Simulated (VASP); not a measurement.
# Mg (I4/mmm) in VASP: a series of runs

Aim: see how the results for Mg move with the level of theory and the settings. Levels: RPBE, LDA. Tasks: single point.

Everything below comes from runs of VASP 6.6.1. Logs are shortened: lines on timing, memory, paths and dates and some standing lists are left out, and cuts for length are marked.

## Step 1: The cell of the first run

The structure is tetragonal, space group I4/mmm (No. 139). The conventional cell has a = 3.672 Å, b = 3.672 Å, c = 3.359 Å, α = 90.00°, β = 90.00°, γ = 90.00°. Mg (site symmetry 4/mmm) has 14 Mg at 3.09 to 3.67 Å within 4.1 Å.

## Step 2: Single point, RPBE

The input, INCAR:

```
SYSTEM = Mg
ALGO = Normal
EDIFF = 1E-7
ENCUT = 520
GGA = RP
ISIF = 2
ISMEAR = 0
LASPH = .TRUE.
LCHARG = .FALSE.
LREAL = .FALSE.
LWAVE = .FALSE.
NBANDS = 7
NELM = 80
PREC = Accurate
SIGMA = 0.02
```

The input, KPOINTS:

```
k-points
0
G
  11 11 11
  0 0 0
```

The input, POSCAR:

```
Mg
1.0
    3.0922691300      0.0000000000      0.0000000000
   -1.2681084651      2.8202888669      0.0000000000
   -0.9120803322     -1.4101444332      2.5964842610
Mg
1
Direct
    0.0000000000      0.0000000000      0.0000000000
```

Potentials or basis: VASP PAW PBE potentials, release 64 (Mg).

Run with:

```console
cat potpaw_PBE.64/Mg/POTCAR > POTCAR
mpirun -np 1 vasp_std > vasp.out
```

OUTCAR:

```text
SYSTEM = Mg
   EDIFF = 1E-7
   ENCUT = 520
   GGA = RP
   ISIF = 2
   ISMEAR = 0
   LASPH = .TRUE.
   LREAL = .FALSE.
   NELM = 80
   PREC = Accurate

 ion  position               nearest neighbor table
   1  0.000  0.000  0.000-

  LATTYP: Found a body centered tetragonal cell.
 ALAT       =     3.6719832561
 C/A-ratio  =     0.9147122418

  Lattice vectors:

 A1 = (   3.0922691300,   0.0000000000,   0.0000000000)
 A2 = (  -1.2681084651,   2.8202888669,   0.0000000000)
 A3 = (  -0.9120803322,  -1.4101444332,   2.5964842610)

Analysis of symmetry for initial positions (statically):
=====================================================================
 Subroutine PRICEL returns:
 Original cell was already a primitive cell.

 Routine SETGRP: Setting up the symmetry group for a
 body centered tetragonal supercell.

 Subroutine GETGRP returns: Found 16 space group operations
 (whereof 16 operations were pure point group operations)
 out of a pool of 16 trial point group operations.

The static configuration has the point symmetry D_4h.

Analysis of symmetry for dynamics (positions and initial velocities):
=====================================================================
 Subroutine PRICEL returns:
 Original cell was already a primitive cell.

 Routine SETGRP: Setting up the symmetry group for a
 body centered tetragonal supercell.

 Subroutine GETGRP returns: Found 16 space group operations
 (whereof 16 operations were pure point group operations)
 out of a pool of 16 trial point group operations.

The dynamic configuration has the point symmetry D_4h.

 Subroutine INISYM returns: Found 16 space group operations
 (whereof 16 operations are pure point group operations),
 and found     1 'primitive' translations

----------------------------------------------------------------------------------------

                                     Primitive cell

  volume of cell :      22.6442

  direct lattice vectors                    reciprocal lattice vectors
     3.092269130  0.000000000  0.000000000     0.323387117  0.145407070  0.192568084
    -1.268108465  2.820288867  0.000000000     0.000000000  0.354573608  0.192568084
    -0.912080332 -1.410144433  2.596484261     0.000000000  0.000000000  0.385136169

  length of vectors
     3.092269130  3.092269130  3.092269130     0.403490905  0.403490905  0.385136169

  position of ions in fractional coordinates (direct lattice)
     0.000000000  0.000000000  0.000000000

  ion indices of the primitive-cell ions
   primitive index   ion index
                 1           1

----------------------------------------------------------------------------------------

 KPOINTS: k-points

Automatic generation of k-mesh.
 Grid dimensions read from file:
 generate k-points for:   11   11   11

 Generating k-lattice:

  Cartesian coordinates                     Fractional coordinates (reciprocal lattice)
     0.029398829  0.013218825  0.017506189     0.090909091 -0.000000000  0.000000000
     0.000000000  0.032233964  0.017506189     0.000000000  0.090909091  0.000000000
     0.000000000  0.000000000  0.035012379     0.000000000  0.000000000  0.090909091

  Length of vectors
     0.036680991  0.036680991  0.035012379

  Shift w.r.t. Gamma in fractional coordinates (k-lattice)
     0.000000000  0.000000000  0.000000000

 Subroutine IBZKPT returns following result:
 ===========================================

 Found    126 irreducible k-points:

 Following reciprocal coordinates:
            Coordinates               Weight
  0.000000  0.000000  0.000000      1.000000
  0.090909 -0.000000 -0.000000      8.000000
  0.181818 -0.000000 -0.000000      8.000000
  0.272727 -0.000000  0.000000      8.000000
  0.363636 -0.000000 -0.000000      8.000000
  0.454545  0.000000 -0.000000      8.000000
[... 16 lines left out ...]
 -0.272727  0.181818  0.000000     16.000000
 -0.181818  0.181818 -0.000000      4.000000
 [... further k-points ...]
   k-points           NKPTS =    126   k-points in BZ     NKDIM =    126   number of bands    NBANDS=      7
   number of dos      NEDOS =    301   number of ions     NIONS =      1
   total plane-waves  NPLWV =  13824
   dimension x,y,z NGX =    24 NGY =   24 NGZ =   24
   dimension x,y,z NGXF=    48 NGYF=   48 NGZF=   48
   ions per type =               1
   NGX,Y,Z   is equivalent  to a cutoff of  12.90, 12.90, 12.90 a.u.
   NGXF,Y,Z  is equivalent  to a cutoff of  25.81, 25.81, 25.81 a.u.
 SYSTEM =  Mg
   PREC   = accura    normal or accurate (medium, high low for compatibility)
   ISTART =      0    job   : 0-new  1-cont  2-samecut
   ICHARG =      2    charge: 1-file 2-atom 10-const
   ISPIN  =      1    spin polarized calculation?
   LNONCOLLINEAR =      F non collinear calculations
   LSORBIT =      F    spin-orbit coupling
   LASPH  =      T    aspherical Exc in radial PAW
   ENCUT  =  520.0 eV  38.22 Ry    6.18 a.u.   5.75  5.75  5.75*2*pi/ulx,y,z
   NELM   =     80;   NELMIN=  2; NELMDL= -5     # of ELM steps
   EDIFF  = 0.1E-06   stopping-criterion for ELM
   LREAL  =      F    real-space projection
   EDIFFG = 0.1E-05   stopping-criterion for IOM
   NSW    =      0    number of steps for IOM
   IBRION =     -1    ionic relax: 0-MD 1-quasi-New 2-CG
   NFREE  =      0    steps in history (QN), initial steepest desc. (CG)
   ISIF   =      2    stress and relaxation
   ISYM   =      2    0-nonsym 1-usesym 2-fastsym
   POTIM  = 0.5000    time-step for ionic-motion
   TEBEG  =    0.0;   TEEND  =   0.0 temperature during run
   PSTRESS=    0.0 pullay stress
   NELECT =       2.0000    total number of electrons
   NUPDOWN=      -1.0000    fix difference up-down
   EMIN   =  10.00;   EMAX   =-10.00  energy-range for DOS
   EFERMI =   0.00;   METHOD = LEGACY
   ISMEAR =     0;   SIGMA  =   0.02  broadening in eV -4-tet -1-fermi 0-gaus
   EFERMI_NEDOS =   21; number of points for ismear=-14 and -15
   IALGO  =     38    algorithm
   IMIX   =      4    mixing-type and parameters
     AMIX     =   0.40;   BMIX     =  1.00
     AMIX_MAG =   1.60;   BMIX_MAG =  1.00
  volume/ion in A,a.u.               =      22.64       152.81
  Fermi-wavevector in a.u.,A,eV,Ry     =   0.729065  1.377732  7.231974  0.531535
  Thomas-Fermi vector in A             =   1.820694
   LORBIT       =      0    0 simple, 1 ext, 2 COOP (PROOUT), +10 PAW based schemes
   GGA     = RP    functional components
   LHFCALC =     F    Hartree Fock is set to
   AEXX    =    0.0000 exact exchange contribution
   IVDW    =     0    specifies the selected vdW correction
   LEPSILON=     F    determine dielectric tensor
   LRPA    =     F    only Hartree local field effects (RPA)
 non-spin polarized calculation
 Gauss-broadening in eV      SIGMA  =   0.02
  energy-cutoff  :      520.00
  volume of cell :       22.64
 maximum number of plane-waves:       618
   NGX = 11   NGY = 11   NGZ = 11

 number of electron       2.0000000 magnetization

 Free energy of the ion-electron system (eV)
  ---------------------------------------------------
  ext. energy  EPLUGINS =         0.00000000
  ---------------------------------------------------
  free energy    TOTEN  =        -1.30878515 eV

  energy without entropy =       -1.30872802  energy(sigma->0) =       -1.30875658

 E-fermi :   2.8690     XC(G=0):  -8.4359

 val. band max:        2.8177649054   @ k =   0.3636   0.3636  -0.0000
 cond. band min:       2.8788790799   @ k =  -0.2727  -0.4545   0.2727
 fundamental gap:      0.0611141746
 Fermi energy:         2.8690018475

 k-point     1 :       0.0000    0.0000    0.0000
  band No.  band energies     occupation
      1      -4.1746      2.00000
      2      14.8227      0.00000
      3      16.6939      0.00000
      4      16.6939      0.00000
      5      16.9811      0.00000
      6      17.2798      0.00000
      7      17.2798      0.00000

 k-point     2 :       0.0909   -0.0000   -0.0000
  band No.  band energies     occupation
      1      -3.9717      2.00000
      2      14.0384      0.00000
      3      14.4973      0.00000
      4      15.6631      0.00000
      5      15.7590      0.00000
      6      17.6147      0.00000
      7      18.3295      0.00000

 k-point     3 :       0.1818   -0.0000   -0.0000
  band No.  band energies     occupation
      1      -3.3656      2.00000
      2      11.2510      0.00000
      3      12.9119      0.00000
      4      14.2301      0.00000
      5      14.5326      0.00000
      6      16.4634      0.00000
      7      19.0729      0.00000

 k-point     4 :       0.2727   -0.0000    0.0000
  band No.  band energies     occupation
      1      -2.3642      2.00000
      2       8.1798      0.00000
      3      12.0003      0.00000
      4      13.0885      0.00000
      5      13.5805      0.00000
      6      15.4656      0.00000
      7      19.7524      0.00000

 k-point     5 :       0.3636   -0.0000   -0.0000
  band No.  band energies     occupation
      1      -0.9816      2.00000
      2       5.4046      0.00000
      3      11.3762      0.00000
      4      12.3209      0.00000
      5      12.9475      0.00000
      6      14.7217      0.00000
      7      20.6523      0.00000
[... 161 lines left out ...]
 k-point    22 :      -0.3636    0.1818    0.0000
  band No.  band energies     occupation
      1      -1.9090      2.00000
      2       7.5504      0.00000
      3       9.1753      0.00000
      4      12.8343      0.00000
      5      15.3560      0.00000
      6      18.0902      0.00000
      7      20.0905      0.00000

 k-point    23 :      -0.2727    0.1818    0.0000
  band No.  band energies     occupation
      1      -2.8700      2.00000
      2       8.6034      0.00000
      3      12.1334      0.00000
      4      14.0110      0.00000
      5      15.9285      0.00000
      6      17.1324      0.00000
      7      18.7898      0.00000

 k-point    24 :      -0.1818    0.1818   -0.0000
  band No.  band energies     occupation
      1      -3.4371      2.00000
      2       9.9244      0.00000
      3      14.7348      0.00000
      4      15.0628      0.00000
      5      16.0180      0.00000
      6      16.3304      0.00000
      7      17.8609      0.00000

 [... further k-points ...]

------------------------ aborting loop because EDIFF is reached ----------------------------------------

  FORCE on cell =-STRESS in cart. coord.  units (eV):
  Direction    XX          YY          ZZ          XY          YZ          ZX
  --------------------------------------------------------------------------------------
  -------------------------------------------------------------------------------------
  Total        0.2201465      0.2692105      0.1848575      0.0545594      0.0000000      0.0000000
  in kB       15.5763555     19.0478506     13.0795009      3.8603240      0.0000000      0.0000000
  external PRESSURE =      15.9012356 kB  Pullay stress =       0.0000000 kB

 VOLUME and BASIS-vectors are now :
 -----------------------------------------------------------------------------
  energy-cutoff  :      520.00
  volume of cell :       22.64
      direct lattice vectors                 reciprocal lattice vectors
     3.092269130  0.000000000  0.000000000     0.323387117  0.145407070  0.192568084
    -1.268108465  2.820288867  0.000000000     0.000000000  0.354573608  0.192568084
    -0.912080332 -1.410144433  2.596484261     0.000000000  0.000000000  0.385136169

 POSITION                                       TOTAL-FORCE (eV/Angst)
 -----------------------------------------------------------------------------------
      0.00000      0.00000      0.00000         0.000000     -0.000000      0.000000
 -----------------------------------------------------------------------------------
    total drift:                                0.000000      0.000000      0.000000

  FREE ENERGIE OF THE ION-ELECTRON SYSTEM (eV)
  ---------------------------------------------------
  free  energy   TOTEN  =        -1.3087851470 eV

  energy  without entropy=       -1.3087280202  energy(sigma->0) =       -1.30875658
```

It took 8.3 s on 1 thread of Intel Xeon Platinum 8259CL at 2.50GHz (Skylake/Cascade Lake), shared host; peak memory 0.14 GiB.

What came out:

```yaml
Free_energy: -1.3088 eV
Pressure: 1.6 GPa
Band_gap_on_the_k_mesh: zero (band 1 reaches 5.96 eV, above the bottom of band 2 at 1.68 eV)
```

Stress tensor (GPa, compression positive):
```
1.56 0.39 0.00
0.39 1.90 0.00
0.00 0.00 1.31
```

Caveat: the PAW data sets were made with another functional, which shifts forces and pressure a little.

## Step 3: Single point, LDA

The input, INCAR:

```
SYSTEM = Mg
PREC = Accurate
ENCUT = 520
EDIFF = 1E-6
ISMEAR = -1
SIGMA = 0.05
LREAL = .FALSE.
LASPH = .TRUE.
NELM = 60
ALGO = Normal
ISIF = 2
LWAVE = .FALSE.
LCHARG = .FALSE.
GGA = CA
NBANDS = 7
```

The input, KPOINTS:

```
Automatic mesh
0
G
  11 11 11
  0 0 0
```

The input, POSCAR:

```
Mg
1.0
   -1.8359916300      1.8359916300      1.6794040200
    1.8359916300     -1.8359916300      1.6794040200
    1.8359916300      1.8359916300     -1.6794040200
Mg
1
Direct
    0.0000000000      0.0000000000      0.0000000000
```

Potentials or basis: VASP PAW LDA potentials, release 64 (Mg).

Run with:

```console
cat potpaw_LDA.64/Mg/POTCAR > POTCAR
mpirun -np 1 vasp_std > vasp.out
```

Wall time 14 s (1 thread of AMD EPYC 7R13 (Zen 3), shared host); peak memory 0.1 GiB.

Results (log left out):

```
Free energy            : -1.7764 eV
Pressure               : -1.9 GPa
Band gap on the k mesh : zero (band 1 reaches 5.73 eV, above the bottom of band 2 at 1.35 eV)
```

Levels at points of the mesh, in eV from the Fermi level:
```
           k point  band 1  band 2  band 3  band 4  band 5  band 6
(0.00, 0.00, 0.00)   -7.00   11.88   13.71   13.71   14.12   14.18
```
